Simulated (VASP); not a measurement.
# GaN (F-43m) in VASP: a series of runs

The runs below take GaN through relaxation of cell and atoms, with PBEsol.

Everything below comes from runs of VASP 6.6.1. Logs are shortened: lines on timing, memory, paths and dates and some standing lists are left out, and cuts for length are marked.

### 1 The cell of the first run

The structure is cubic, space group F-43m (No. 216). Conventional cell: a = 4.498 Å, b = 4.498 Å, c = 4.498 Å, α = 90.00°, β = 90.00°, γ = 90.00°. Ga (site symmetry -43m) has 4 N at 1.95 Å within 2.6 Å. N (site symmetry -43m) has 4 Ga at 1.95 Å within 2.6 Å.

### 2 Relaxation of cell and atoms, PBEsol, target pressure -2 GPa, at which the enthalpy is minimised

Contents of INCAR:

```
PREC = Accurate ; ENCUT = 600
EDIFF = 1E-6 ; ISMEAR = 0
SIGMA = 0.01 ; LREAL = F
LASPH = T ; NELM = 100
ALGO = Normal ; ISIF = 3
LWAVE = F ; LCHARG = F
GGA = PS ; IBRION = 2
NSW = 100 ; EDIFFG = -0.002
PSTRESS = -20.0
```

Contents of KPOINTS:

```
regular mesh
0
Gamma
  10 10 10
```

Contents of POSCAR:

```
GaN
1.0
    2.2491372718      2.2491372718      0.0000000000
   -2.2491372718      2.2491372718      0.0000000000
    0.0000000000      2.2491372718      2.2491372718
Ga N
1 1
Direct
    0.0000000000      0.0000000000      0.0000000000
    0.2500000000      0.7500000000      0.5000000000
```

Potentials or basis: VASP PAW PBE potentials, release 64 (Ga_d, N).

Launch:

```bash
$ cat potpaw_PBE.64/Ga_d/POTCAR potpaw_PBE.64/N/POTCAR > POTCAR
$ mpirun -np 1 vasp_std > vasp.out
```

OUTCAR:

```text
PREC = Accurate
   ENCUT = 600
   EDIFF = 1E-6
   ISMEAR = 0
   LREAL = F
   LASPH = T
   NELM = 100
   ISIF = 3
   GGA = PS
   IBRION = 2
   NSW = 100
   EDIFFG = -0.002
   PSTRESS = -20.0

 ion  position               nearest neighbor table
   1  0.000  0.000  0.000-   2 1.95   2 1.95   2 1.95   2 1.95
   2  0.250  0.750  0.500-   1 1.95   1 1.95   1 1.95   1 1.95

  LATTYP: Found a face centered cubic cell.
 ALAT       =     4.4982745436

  Lattice vectors:

 A1 = (   0.0000000000,   2.2491372718,   2.2491372718)
 A2 = (   2.2491372718,   0.0000000000,   2.2491372718)
 A3 = (   2.2491372718,   2.2491372718,   0.0000000000)

Analysis of symmetry for initial positions (statically):
=====================================================================
 Subroutine PRICEL returns:
 Original cell was already a primitive cell.

 Routine SETGRP: Setting up the symmetry group for a
 face centered cubic supercell.

 Subroutine GETGRP returns: Found 24 space group operations
 (whereof 24 operations were pure point group operations)
 out of a pool of 48 trial point group operations.

The static configuration has the point symmetry T_d .

Analysis of symmetry for dynamics (positions and initial velocities):
=====================================================================
 Subroutine PRICEL returns:
 Original cell was already a primitive cell.

 Routine SETGRP: Setting up the symmetry group for a
 face centered cubic supercell.

 Subroutine GETGRP returns: Found 24 space group operations
 (whereof 24 operations were pure point group operations)
 out of a pool of 48 trial point group operations.

The dynamic configuration has the point symmetry T_d .

 Subroutine INISYM returns: Found 24 space group operations
 (whereof 24 operations are pure point group operations),
 and found     1 'primitive' translations

----------------------------------------------------------------------------------------

                                     Primitive cell

  volume of cell :      22.7551

  direct lattice vectors                    reciprocal lattice vectors
     2.249137272  2.249137272  0.000000000     0.222307463  0.222307463 -0.222307463
    -2.249137272  2.249137272  0.000000000    -0.222307463  0.222307463 -0.222307463
     0.000000000  2.249137272  2.249137272     0.000000000  0.000000000  0.444614925

  length of vectors
     3.180760433  3.180760433  3.180760433     0.385047820  0.385047820  0.444614925

  position of ions in fractional coordinates (direct lattice)
     0.000000000  0.000000000  0.000000000
     0.250000000  0.750000000  0.500000000

  ion indices of the primitive-cell ions
   primitive index   ion index
                 1           1
                 2           2

----------------------------------------------------------------------------------------

 KPOINTS: regular mesh

Automatic generation of k-mesh.
 Grid dimensions read from file:
 generate k-points for:   10   10   10

 Generating k-lattice:

  Cartesian coordinates                     Fractional coordinates (reciprocal lattice)
     0.022230746  0.022230746 -0.022230746     0.100000000  0.000000000  0.000000000
    -0.022230746  0.022230746 -0.022230746     0.000000000  0.100000000  0.000000000
     0.000000000  0.000000000  0.044461493     0.000000000  0.000000000  0.100000000

  Length of vectors
     0.038504782  0.038504782  0.044461493

  Shift w.r.t. Gamma in fractional coordinates (k-lattice)
     0.000000000  0.000000000  0.000000000

 Subroutine IBZKPT returns following result:
 ===========================================

 Found     47 irreducible k-points:

 Following reciprocal coordinates:
            Coordinates               Weight
  0.000000  0.000000  0.000000      1.000000
  0.100000  0.000000  0.000000      8.000000
  0.200000  0.000000  0.000000      8.000000
  0.300000  0.000000  0.000000      8.000000
  0.400000  0.000000  0.000000      8.000000
  0.500000  0.000000  0.000000      4.000000
[... 16 lines left out ...]
  0.300000  0.300000  0.000000     12.000000
  0.400000  0.300000  0.000000     24.000000
 [... further k-points ...]
   k-points           NKPTS =     47   k-points in BZ     NKDIM =     47   number of bands    NBANDS=     13
   number of dos      NEDOS =    301   number of ions     NIONS =      2
   total plane-waves  NPLWV =  21952
   dimension x,y,z NGX =    28 NGY =   28 NGZ =   28
   dimension x,y,z NGXF=    56 NGYF=   56 NGZF=   56
   ions per type =               1   1
   NGX,Y,Z   is equivalent  to a cutoff of  14.63, 14.63, 14.63 a.u.
   NGXF,Y,Z  is equivalent  to a cutoff of  29.27, 29.27, 29.27 a.u.
 SYSTEM =  unknown system
   PREC   = accura    normal or accurate (medium, high low for compatibility)
   ISTART =      0    job   : 0-new  1-cont  2-samecut
   ICHARG =      2    charge: 1-file 2-atom 10-const
   ISPIN  =      1    spin polarized calculation?
   LNONCOLLINEAR =      F non collinear calculations
   LSORBIT =      F    spin-orbit coupling
   LASPH  =      T    aspherical Exc in radial PAW
   ENCUT  =  600.0 eV  44.10 Ry    6.64 a.u.   6.35  6.35  6.35*2*pi/ulx,y,z
   NELM   =    100;   NELMIN=  2; NELMDL= -5     # of ELM steps
   EDIFF  = 0.1E-05   stopping-criterion for ELM
   LREAL  =      F    real-space projection
   EDIFFG = -.2E-02   stopping-criterion for IOM
   NSW    =    100    number of steps for IOM
   IBRION =      2    ionic relax: 0-MD 1-quasi-New 2-CG
   NFREE  =      1    steps in history (QN), initial steepest desc. (CG)
   ISIF   =      3    stress and relaxation
   ISYM   =      2    0-nonsym 1-usesym 2-fastsym
   POTIM  = 0.5000    time-step for ionic-motion
   TEBEG  =    0.0;   TEEND  =   0.0 temperature during run
   PSTRESS=  -20.0 pullay stress
   NELECT =      18.0000    total number of electrons
   NUPDOWN=      -1.0000    fix difference up-down
   EMIN   =  10.00;   EMAX   =-10.00  energy-range for DOS
   EFERMI =   0.00;   METHOD = LEGACY
   ISMEAR =     0;   SIGMA  =   0.01  broadening in eV -4-tet -1-fermi 0-gaus
   EFERMI_NEDOS =   21; number of points for ismear=-14 and -15
   IALGO  =     38    algorithm
   IMIX   =      4    mixing-type and parameters
     AMIX     =   0.40;   BMIX     =  1.00
     AMIX_MAG =   1.60;   BMIX_MAG =  1.00
  volume/ion in A,a.u.               =      11.38        76.78
  Fermi-wavevector in a.u.,A,eV,Ry     =   1.514048  2.861136 31.189206  2.292342
  Thomas-Fermi vector in A             =   2.623758
   LORBIT       =      0    0 simple, 1 ext, 2 COOP (PROOUT), +10 PAW based schemes
   GGA     = PS    functional components
   LHFCALC =     F    Hartree Fock is set to
   AEXX    =    0.0000 exact exchange contribution
   IVDW    =     0    specifies the selected vdW correction
   LEPSILON=     F    determine dielectric tensor
   LRPA    =     F    only Hartree local field effects (RPA)
 conjugate gradient relaxation of ions
 non-spin polarized calculation
 Gauss-broadening in eV      SIGMA  =   0.01
  energy-cutoff  :      600.00
  volume of cell :       22.76
 maximum number of plane-waves:       769
 NGX is ok and might be reduce to    28
   NGX = 13   NGY = 13   NGZ = 13

--------------------------------------- Ionic step        1  -------------------------------------------

 number of electron      18.0000005 magnetization

 Free energy of the ion-electron system (eV)
  ---------------------------------------------------
  ext. energy  EPLUGINS =         0.00000000
  ---------------------------------------------------
  free energy    TOTEN  =       -13.12425474 eV

  energy without entropy =      -13.12425474  energy(sigma->0) =      -13.12425474

------------------------ aborting loop because EDIFF is reached ----------------------------------------

  FORCE on cell =-STRESS in cart. coord.  units (eV):
  Direction    XX          YY          ZZ          XY          YZ          ZX
  --------------------------------------------------------------------------------------
  -------------------------------------------------------------------------------------
  Total       -0.0614779     -0.0614779     -0.0614779      0.0000000     -0.0000000      0.0000000
  in kB       -4.3286453     -4.3286453     -4.3286453      0.0000000     -0.0000000      0.0000000
  external PRESSURE =      15.6713547 kB  Pullay stress =     -20.0000000 kB
[... 97 lines left out ...]
  energy  without entropy=      -13.1226543917  energy(sigma->0) =      -13.12265439

  enthalpy is  TOTEN    =       -13.4092936026 eV   P V=       -0.2866392109

[... ionic steps 4 to 8 ...]

--------------------------------------- Ionic step        9  -------------------------------------------

 number of electron      18.0000005 magnetization

------------------------ aborting loop because EDIFF is reached ----------------------------------------
[... 71 lines left out ...]
--------------------------------------- Ionic step       11  -------------------------------------------

 number of electron      18.0000005 magnetization

 Free energy of the ion-electron system (eV)
  ---------------------------------------------------
  ext. energy  EPLUGINS =         0.00000000
  ---------------------------------------------------
  free energy    TOTEN  =       -13.12275251 eV

  energy without entropy =      -13.12275251  energy(sigma->0) =      -13.12275251

 E-fermi :   5.1920     XC(G=0): -11.8864

 val. band max:        5.1173315483   @ k =   0.0000   0.0000   0.0000
 cond. band min:       6.7817661702   @ k =   0.0000   0.0000   0.0000
 fundamental gap:      1.6644346219
 Fermi energy:         5.1919768906

 k-point     1 :       0.0000    0.0000    0.0000
  band No.  band energies     occupation
      1     -10.7899      2.00000
      2      -8.2829      2.00000
      3      -8.2829      2.00000
      4      -8.2829      2.00000
      5      -7.9608      2.00000
      6      -7.9608      2.00000
      7       5.1173      2.00000
      8       5.1173      2.00000
      9       5.1173      2.00000
     10       6.7818      0.00000
     11      15.3024      0.00000
     12      15.3024      0.00000
     13      15.3024      0.00000
[... 354 lines left out ...]
  band No.  band energies     occupation
      1      -9.7125      2.00000
      2      -8.1704      2.00000
      3      -8.0564      2.00000
      4      -8.0153      2.00000
      5      -7.9282      2.00000
      6      -6.2012      2.00000
      7      -0.9257      2.00000
      8       1.0238      2.00000
      9       3.1762      2.00000
     10      10.4968      0.00000
     11      12.8843      0.00000
     12      15.6093      0.00000
     13      17.3806      0.00000

 [... further k-points ...]

------------------------ aborting loop because EDIFF is reached ----------------------------------------

  FORCE on cell =-STRESS in cart. coord.  units (eV):
  Direction    XX          YY          ZZ          XY          YZ          ZX
  --------------------------------------------------------------------------------------
  -------------------------------------------------------------------------------------
  Total       -0.2848251     -0.2848251     -0.2848251     -0.0000000      0.0000000     -0.0000000
  in kB      -19.8801395    -19.8801395    -19.8801395     -0.0000000      0.0000000     -0.0000000
  external PRESSURE =       0.1198605 kB  Pullay stress =     -20.0000000 kB
[... 21 lines left out ...]
  energy  without entropy=      -13.1227525127  energy(sigma->0) =      -13.12275251

  enthalpy is  TOTEN    =       -13.4092948315 eV   P V=       -0.2865423188

 reached required accuracy - stopping structural energy minimisation
```

It took 50 s on 1 thread of Intel Xeon Platinum 8488C (Sapphire Rapids), shared host; peak memory 0.16 GiB.

What came out:

```yaml
Free_energy: -13.1228 eV
Relaxed_volume: 11.48 Å³/atom
Relaxed_cell: a = 3.190 Å, b = 3.190 Å, c = 3.190 Å, α = 60.00°, β = 60.00°, γ = 90.00°
Space_group_after_relaxing_to_0.05_Å: F-43m (No. 216)
Energy_change_on_relaxing_the_enthalpy_is_what_falls: +0.8 meV/atom
Ionic_steps: 11
Pressure_after_relaxing: -2.0 GPa
Band_gap_on_the_k_mesh: 1.66 eV, direct
```

Step by step:
```csv
step,energy change (eV),largest force (eV/Å),pressure (GPa),volume (Å³)
1,0.0000,0.0000,-0.43,22.76
2,0.0043,0.0000,-3.56,23.12
3,0.0016,0.0000,-1.84,22.96
4,0.0018,0.0000,-2.18,22.98
5,0.0017,0.0000,-2.09,22.97
6,0.0015,0.0000,-1.96,22.95
7,0.0015,0.0000,-2.04,22.96
8,0.0015,0.0000,-1.89,22.95
9,0.0015,0.0000,-2.08,22.96
10,0.0015,0.0000,-2.03,22.96
11,0.0015,0.0000,-1.99,22.95
```

Final structure:
```yaml
crystal:
  lattice:
    - [2.25569, 2.25569, 0.00000]
    - [-2.25569, 2.25569, 0.00000]
    - [0.00000, 2.25569, 2.25569]
  atoms:
    - { symbol: Ga, position: [0.00000, 0.00000, 0.00000] }
    - { symbol: N, position: [0.25000, 0.75000, 0.50000] }
```

Caveat: the cell is relaxed towards a set pressure, so the enthalpy falls and the energy may rise; the PAW data sets were made with another functional, which shifts forces and pressure a little.

### 3 Relaxation of cell and atoms, PBEsol, target pressure 2 GPa, at which the enthalpy is minimised

Contents of INCAR:

```
PREC = Accurate
ENCUT = 600
EDIFF = 1E-6
ISMEAR = 0
SIGMA = 0.01
LREAL = F
LASPH = T
NELM = 80
ALGO = Normal
ISIF = 3
LWAVE = F
LCHARG = F
GGA = PS
IBRION = 2
NSW = 100
EDIFFG = -0.002
PSTRESS = 20.0
```

KPOINTS is that of step 2.

POSCAR is that of step 2.

Potentials or basis: VASP PAW PBE potentials, release 64 (Ga_d, N).

Launch:

```bash
$ cat potpaw_PBE.64/Ga_d/POTCAR potpaw_PBE.64/N/POTCAR > POTCAR
$ mpirun -np 1 vasp_std > vasp.out
```

Wall time 55 s (1 thread of Intel Xeon Platinum 8488C (Sapphire Rapids), shared host); peak memory 0.17 GiB.

The run converged. Its results:

```
Free energy                                            : -13.1228 eV
Relaxed volume                                         : 11.24 Å³/atom
Relaxed cell                                           : a = 3.167 Å, b = 3.167 Å, c = 3.167 Å, α = 60.00°, β = 60.00°, γ = 90.00°
Space group after relaxing (to 0.05 Å)                 : F-43m (No. 216)
Energy change on relaxing (the enthalpy is what falls) : +0.7 meV/atom
Ionic steps                                            : 12
Pressure after relaxing                                : 2.0 GPa
Band gap on the k mesh                                 : 1.80 eV, direct
```

Step by step:
| step | energy change (eV) | largest force (eV/Å) | pressure (GPa) | volume (Å³) |
| --- | --- | --- | --- | --- |
| 1 | 0.0000 | 0.0000 | -0.43 | 22.76 |
| 2 | 0.0071 | 0.0000 | 4.46 | 22.19 |
| 3 | 0.0013 | 0.0000 | 1.67 | 22.48 |
| 4 | 0.0018 | 0.0000 | 2.32 | 22.44 |
| 5 | 0.0016 | 0.0000 | 2.10 | 22.46 |
| 6 | 0.0015 | 0.0000 | 2.05 | 22.46 |
| 7 | 0.0014 | 0.0000 | 1.96 | 22.47 |
| 8 | 0.0014 | 0.0000 | 2.04 | 22.47 |
| 9 | 0.0014 | 0.0000 | 1.91 | 22.47 |
| 10 | 0.0014 | 0.0000 | 1.97 | 22.47 |
| 11 | 0.0014 | 0.0000 | 2.03 | 22.47 |
| 12 | 0.0014 | 0.0000 | 2.02 | 22.47 |

Final structure:
```
CELL_PARAMETERS angstrom
2.23971 2.23971 0.00000
-2.23971 2.23971 0.00000
0.00000 2.23971 2.23971
ATOMIC_POSITIONS crystal
Ga 0.00000 0.00000 0.00000
N 0.25000 0.75000 0.50000
```

Levels at points of the mesh, in eV from the valence-band top:
```
           k point  band 5  band 6  band 7  band 8  band 9  band 10  band 11  band 12  band 13
(0.00, 0.00, 0.00)  -13.08  -13.08    0.00    0.00    0.00     1.80    10.32    10.32    10.32
(0.50, 0.00, 0.00)  -13.03  -11.83   -7.24   -1.00   -1.00     4.69     8.72    10.36    10.36
(0.50, 0.50, 0.00)  -13.00  -11.40   -6.26   -2.80   -2.80     3.23     6.67    11.71    14.07
```

Caveat: the cell is relaxed towards a set pressure, so the enthalpy falls and the energy may rise; the PAW data sets were made with another functional, which shifts forces and pressure a little.

(Continued in part 2 of 2.)
